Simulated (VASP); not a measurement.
# TiSi2 (Cmcm) in VASP: notebook, part 2 of 2

VASP 6.6.1.

### 3 Single point, PBEsol (13.54 Å³/atom)

This run uses another cell than the first one, of 13.54 Å³/atom.

INCAR

```
ALGO = Normal
EDIFF = 1E-6
ENCUT = 520
GGA = PS
ISIF = 2
ISMEAR = 0
LASPH = True
LCHARG = False
LREAL = False
LWAVE = False
NBANDS = 29
NELM = 60
PREC = Accurate
SIGMA = 0.15
```

KPOINTS

```
k-points
0
Gamma
  14 14 12
```

POSCAR

```
TiSi2
1.0
    1.7897467487     -6.2701605308      0.0000000000
    1.7897467487      6.2701605308      0.0000000000
    0.0000000000      0.0000000000      3.6188738268
Ti Si
2 4
Direct
    0.8975108623      0.1024891377      0.7500000000
    0.1024891377      0.8975108623      0.2500000000
    0.5599809709      0.4400190291      0.7500000000
    0.4400190291      0.5599809709      0.2500000000
    0.2497198722      0.7502801278      0.7500000000
    0.7502801278      0.2497198722      0.2500000000
```

Potentials or basis: VASP PAW PBE potentials, release 64 (Ti_sv, Si).

The run is started by

```console
$ cat potpaw_PBE.64/Ti_sv/POTCAR potpaw_PBE.64/Si/POTCAR > POTCAR
$ mpirun -np 1 vasp_std > vasp.out
```

It took 7.5 min on 1 thread of Intel Xeon 6975P-C (Granite Rapids), shared host; peak memory 0.81 GiB.

Results (log left out):

```
Free energy            : -43.4192 eV
Pressure               : 3.7 GPa
Largest force          : 0.801 eV/Å
Band gap on the k mesh : zero (bands 20 and 21 overlap by 0.87 eV)
```

Forces on the atoms (eV/Å):
```
Ti   0.000 -0.801  0.000
Ti   0.000  0.801  0.000
Si   0.000 -0.479  0.000
Si   0.000  0.479  0.000
Si   0.000  0.055  0.000
Si   0.000 -0.055  0.000
```

Stress tensor (GPa, compression positive):
```
-2.90  0.00  0.00
 0.00 16.54  0.00
 0.00  0.00 -2.54
```

Levels at points of the mesh, in eV from the Fermi level:
```tsv
k point	band 18	band 19	band 20	band 21	band 22	band 23
(0.00, 0.00, 0.00)	-1.65	-1.37	0.30	0.78	0.86	0.87
(0.50, 0.00, 0.00)	-0.96	-0.81	-0.63	-0.51	0.74	1.25
(0.50, 0.50, 0.00)	-2.29	-0.89	0.16	0.42	0.45	0.96
(0.00, 0.00, 0.50)	-1.38	-0.03	-0.03	1.42	1.42	1.46
(0.50, 0.00, 0.50)	-2.81	-2.41	-2.41	1.73	1.73	1.74
(0.50, 0.50, 0.50)	-2.38	-1.18	-1.18	0.53	0.53	1.52
```

Caveat: the cell stands under pressure; the PAW data sets were made with another functional, which shifts forces and pressure a little.

### 4 Single point, PBEsol (12.79 Å³/atom)

INCAR

```
SYSTEM = TiSi2
ALGO = Normal
EDIFF = 1E-7
ENCUT = 520
GGA = PS
ISIF = 2
ISMEAR = 0
LASPH = .TRUE.
LCHARG = .FALSE.
LREAL = .FALSE.
LWAVE = .FALSE.
NBANDS = 29
NELM = 60
PREC = Accurate
SIGMA = 0.15
```

KPOINTS

```
k-points
0
G
  14 14 12
  0 0 0
```

POSCAR: that of step 3 with these lines changed.

```diff
@@ -2,5 +2,5 @@
 1.0
-    1.7897467487     -6.2701605308      0.0000000000
-    1.7897467487      6.2701605308      0.0000000000
-    0.0000000000      0.0000000000      3.6188738268
+    1.6650289833     -6.8475638437      0.0000000000
+    1.6650289833      6.8475638437      0.0000000000
+    0.0000000000      0.0000000000      3.3666940939
 Ti Si
```

Potentials or basis: VASP PAW PBE potentials, release 64 (Ti_sv, Si).

The run is started by

```console
$ cat potpaw_PBE.64/Ti_sv/POTCAR potpaw_PBE.64/Si/POTCAR > POTCAR
$ mpirun -np 1 vasp_std > vasp.out
```

OUTCAR:

```text
SYSTEM = TiSi2
   EDIFF = 1E-7
   ENCUT = 520
   GGA = PS
   ISIF = 2
   ISMEAR = 0
   LASPH = .TRUE.
   LREAL = .FALSE.
   NELM = 60
   PREC = Accurate

 ion  position               nearest neighbor table
   1  0.898  0.102  0.750-   4 2.44   4 2.44   4 2.44   4 2.44   5 2.62   5 2.62   6 2.63   6 2.63
                             3 2.78   3 2.78
   2  0.102  0.898  0.250-   3 2.44   3 2.44   3 2.44   3 2.44   6 2.62   6 2.62   5 2.63   5 2.63
                             4 2.78   4 2.78
   3  0.560  0.440  0.750-   4 2.35   4 2.35   2 2.44   2 2.44   2 2.44   2 2.44   1 2.78   1 2.78
                             5 3.09   5 3.09   6 3.10   6 3.10
   4  0.440  0.560  0.250-   3 2.35   3 2.35   1 2.44   1 2.44   1 2.44   1 2.44   2 2.78   2 2.78
                             6 3.09   6 3.09   5 3.10   5 3.10
   5  0.250  0.750  0.750-   6 2.37   6 2.37   6 2.37   6 2.37   1 2.62   1 2.62   2 2.63   2 2.63
                             3 3.09   3 3.09   4 3.10   4 3.10
   6  0.750  0.250  0.250-   5 2.37   5 2.37   5 2.37   5 2.37   2 2.62   2 2.62   1 2.63   1 2.63
                             4 3.09   4 3.09   3 3.10   3 3.10

  LATTYP: Found a base centered orthorhombic cell.
 ALAT       =     3.3300579666
 B/A-ratio  =     4.1125793679
 C/A-ratio  =     1.0110016485

  Lattice vectors:

 A1 = (   1.6650289833,  -6.8475638437,   0.0000000000)
 A2 = (   1.6650289833,   6.8475638437,   0.0000000000)
 A3 = (   0.0000000000,   0.0000000000,   3.3666940939)

Analysis of symmetry for initial positions (statically):
=====================================================================
 Subroutine PRICEL returns:
 Original cell was already a primitive cell.

 Routine SETGRP: Setting up the symmetry group for a
 base centered orthorhombic supercell.

 Subroutine GETGRP returns: Found  8 space group operations
 (whereof  4 operations were pure point group operations)
 out of a pool of  8 trial point group operations.

The static configuration has the point symmetry C_2h.
[... 146 lines left out ...]
  Thomas-Fermi vector in A             =   2.447387
   LORBIT       =      0    0 simple, 1 ext, 2 COOP (PROOUT), +10 PAW based schemes
   GGA     = PS    functional components
   LHFCALC =     F    Hartree Fock is set to
   AEXX    =    0.0000 exact exchange contribution
   IVDW    =     0    specifies the selected vdW correction
   LEPSILON=     F    determine dielectric tensor
   LRPA    =     F    only Hartree local field effects (RPA)
 non-spin polarized calculation
 Gauss-broadening in eV      SIGMA  =   0.15
  energy-cutoff  :      520.00
  volume of cell :       76.77
 maximum number of plane-waves:      2086
 NGX is ok and might be reduce to    54
   NGX = 27   NGY = 27   NGZ = 13

 number of electron      40.0000005 magnetization

 Free energy of the ion-electron system (eV)
  ---------------------------------------------------
  ext. energy  EPLUGINS =         0.00000000
  ---------------------------------------------------
  free energy    TOTEN  =       -43.02622300 eV

  energy without entropy =      -43.01104336  energy(sigma->0) =      -43.01863318

 E-fermi :  11.7965     XC(G=0): -12.1902

 val. band max:       11.7949919096   @ k =   0.4286   0.4286   0.2500
 cond. band min:      11.7973673535   @ k =   0.4286   0.3571   0.0000
 fundamental gap:      0.0023754439
 Fermi energy:        11.7964540366

 k-point     1 :       0.0000    0.0000    0.0000
  band No.  band energies     occupation
      1     -44.5213      2.00000
      2     -44.5094      2.00000
      3     -21.0720      2.00000
      4     -20.9577      2.00000
      5     -20.9494      2.00000
      6     -20.9336      2.00000
[... 757 lines left out ...]
     28      14.9690      0.00000
     29      15.3710      0.00000

 [... further k-points ...]

------------------------ aborting loop because EDIFF is reached ----------------------------------------

  FORCE on cell =-STRESS in cart. coord.  units (eV):
  Direction    XX          YY          ZZ          XY          YZ          ZX
  --------------------------------------------------------------------------------------
  -------------------------------------------------------------------------------------
  Total       12.4372886      0.3898981     13.4652074      0.0000000     -0.0000000      0.0000000
  in kB      259.5641757      8.1371097    281.0166739      0.0000000     -0.0000000      0.0000000
  external PRESSURE =     182.9059864 kB  Pullay stress =       0.0000000 kB

 VOLUME and BASIS-vectors are now :
 -----------------------------------------------------------------------------
  energy-cutoff  :      520.00
  volume of cell :       76.77
      direct lattice vectors                 reciprocal lattice vectors
     1.665028983 -6.847563844  0.000000000     0.300295073 -0.073018669  0.000000000
     1.665028983  6.847563844  0.000000000     0.300295073  0.073018669  0.000000000
     0.000000000  0.000000000  3.366694094     0.000000000  0.000000000  0.297027283

 POSITION                                       TOTAL-FORCE (eV/Angst)
 -----------------------------------------------------------------------------------
      1.66503     -5.44396      2.52502         0.000000      0.555891     -0.000000
      1.66503      5.44396      0.84167         0.000000     -0.555891      0.000000
      1.66503     -0.82145      2.52502         0.000000      0.258741      0.000000
      1.66503      0.82145      0.84167         0.000000     -0.258741      0.000000
      1.66503      3.42762      2.52502         0.000000      0.008364      0.000000
      1.66503     -3.42762      0.84167         0.000000     -0.008364      0.000000
 -----------------------------------------------------------------------------------
    total drift:                                0.000000      0.000000     -0.000000

  FREE ENERGIE OF THE ION-ELECTRON SYSTEM (eV)
  ---------------------------------------------------
  free  energy   TOTEN  =       -43.0262229997 eV

  energy  without entropy=      -43.0110433561  energy(sigma->0) =      -43.01863318
```

Run time: 29 min. Hardware: 1 thread of AMD EPYC 7R13 (Zen 3), shared host; peak memory 0.77 GiB.

Results:

```
Free energy            : -43.0262 eV
Pressure               : 18.3 GPa
Largest force          : 0.556 eV/Å
Band gap on the k mesh : zero (bands 20 and 21 overlap by 1.03 eV)
```

Forces in eV/Å, atoms in the order of the input:
```
Ti   0.000  0.556  0.000
Ti   0.000 -0.556  0.000
Si   0.000  0.259  0.000
Si   0.000 -0.259  0.000
Si   0.000  0.008  0.000
Si   0.000 -0.008  0.000
```

Stress tensor (GPa, compression positive):
```
25.96  0.00  0.00
 0.00  0.81  0.00
 0.00  0.00 28.10
```

Caveat: the cell stands under pressure; the PAW data sets were made with another functional, which shifts forces and pressure a little.

### 5 The runs side by side

```tsv
cell	gap on the mesh (eV)	pressure (GPa)	largest force (eV/Å)
a = 6.933, b = 6.933, c = 3.397 Å, angles 90.0, 90.0, 152.0°, 6 atoms	none	16.9	0.29
a = 6.521, b = 6.521, c = 3.619 Å, angles 90.0, 90.0, 148.1°, 6 atoms	none	3.7	0.80
a = 7.047, b = 7.047, c = 3.367 Å, angles 90.0, 90.0, 152.7°, 6 atoms	none	18.3	0.56
```

Alike in all rows: task single point; level PBEsol; potentials or basis VASP PAW PBE potentials, release 64 (Ti_sv, Si); no spin polarisation; k mesh 14 × 14 × 12; cutoff (eV) 520; smearing gaussian 0.15 eV.

Caveats: the cell stands under pressure; the PAW data sets were made with another functional, which shifts forces and pressure a little.

Total energies depend on the potentials used, so only differences within one code and one set of settings carry meaning.
